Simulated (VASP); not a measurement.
**Pb: single point with r2SCAN**

Crystal: Pb.

```
Pb
1.0
     3.61920    0.00000    0.00000
    -1.80960    3.13432    0.00000
     0.00000    0.00000    5.36640
Pb
2
Direct
  0.33333 0.66667 0.25000
  0.66667 0.33333 0.75000
```

This cell differs from its parent crystal: strain +0.040 along x and y, -0.040 along z.

* Program: VASP 6.6.1
* Task: single point
* Functional: r2SCAN
* Potentials or basis: VASP PAW PBE potentials, release 64 (Pb_d)
* Cutoff: 520 eV
* k mesh: 18 × 18 × 10
* Occupations: gaussian, width 0.15 eV
* Spin: no spin polarisation
* Dipole correction: no
* Further INCAR settings: ALGO = Normal; EDIFF = 1e-06; NBANDS = 21

The pressure is 1.2 GPa and the band gap on the k mesh is zero (band 14 reaches 12.24 eV, above the bottom of band 15 at 4.90 eV).

Stress tensor (GPa, compression positive):
```
0.04 0.00 0.00
0.00 0.04 0.00
0.00 0.00 3.56
```

Levels at points of the mesh, in eV from the Fermi level:
```tsv
k point	band 12	band 13	band 14	band 15	band 16	band 17
(0.00, 0.00, 0.00)	-7.59	-4.11	4.63	4.63	6.83	6.83
(0.50, 0.00, 0.00)	-7.60	-2.59	-0.83	-0.56	1.32	1.97
(0.00, 0.00, 0.50)	-10.83	1.99	1.99	5.70	5.70	5.70
(0.50, 0.00, 0.50)	-8.04	-3.85	-3.85	3.03	3.03	4.18
```

It took 10 min on 1 thread of AMD EPYC 9R45 96-Core Processor (Zen 5), with other jobs on the host, peak memory 0.31 GiB.

Caveat: the cell differs from its parent crystal (strain +0.040 along x and y, -0.040 along z); the PAW data sets were made with another functional, which shifts forces and pressure a little; spin-orbit coupling is left out, which moves the levels of the heavy elements.
